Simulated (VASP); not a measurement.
Here is a VASP 6.6.1 calculation.

INCAR

```
ALGO = Normal
EDIFF = 1E-7
ENCUT = 520
ISIF = 2
ISMEAR = -1
ISPIN = 2
LASPH = T
LCHARG = F
LORBIT = 11
LREAL = Auto
LWAVE = F
MAGMOM = 1 1 1 1 1 1 1 1 1 1 1 1 1 1 1 1 1 1 1 1
NBANDS = 80
NELM = 150
PREC = Accurate
SIGMA = 0.05
```

Contents of KPOINTS:

```
k-points
0
Gamma
  1 1 1
```

File POSCAR:

```
O
1.0
    7.2176520000      0.0000000000      0.0000000000
    0.0000000000      7.2176520000      0.0000000000
    0.0000000000      0.0000000000      7.2176520000
O
20
Direct
    0.5010632267      0.6154910212      0.5300200120
    0.6326988334      0.5627730459      0.4390485992
    0.7013776779      0.7015855018      0.8127296800
    0.7114917705      0.6459579930      0.9699414713
    0.3844602095      0.4356402886      0.9568901355
    0.2743551504      0.3191204009      0.9242895058
    0.4077087673      1.0431924399      0.5124658268
    0.3814259817      1.0150946596      0.3525107611
    0.8317663417      0.0598809696      0.2834993984
    0.7654428338     -0.0898907290      0.3322687212
    0.9905991588      0.8300621864      0.6138422856
    1.1237310970      0.8401901339      0.7112562368
    0.7644314245      0.2345776715      0.7508536017
    0.7619791035      0.0692607513      0.7386474161
    0.1782019970      0.3542841910      0.4938171028
    0.0615851249      0.3892817221      0.6073027627
    0.4069051819      0.8687866913      0.0377685153
    0.4582515200      1.0265526795      0.0067057819
   -0.0010668289      0.5692848588      0.2383323552
    0.0871751644      0.6740973380      0.1407521449
```

Potentials or basis: VASP PAW LDA potentials, release 64 (O).

The run is started by

```bash
$ cat potpaw_LDA.64/O/POTCAR > POTCAR
$ mpirun -np 1 vasp_gam > vasp.out
```

Predict the largest force.

3.728 eV/Å.

Predict the net moment.

20.00 μB per cell.

Estimate the site moments.

O +0.81, +0.80, +0.79 (each value once) μB.

Estimate the pressure.

2.5 GPa.

Stress tensor (GPa, compression positive):
```
2.35 0.62 0.54
0.62 2.00 0.60
0.54 0.60 3.27
```

Caveat: the k points lie up to 0.87 Å⁻¹ apart; the standard files for N, O and F lose accuracy on very short bonds; the atoms stand as in a frame of molecular dynamics.
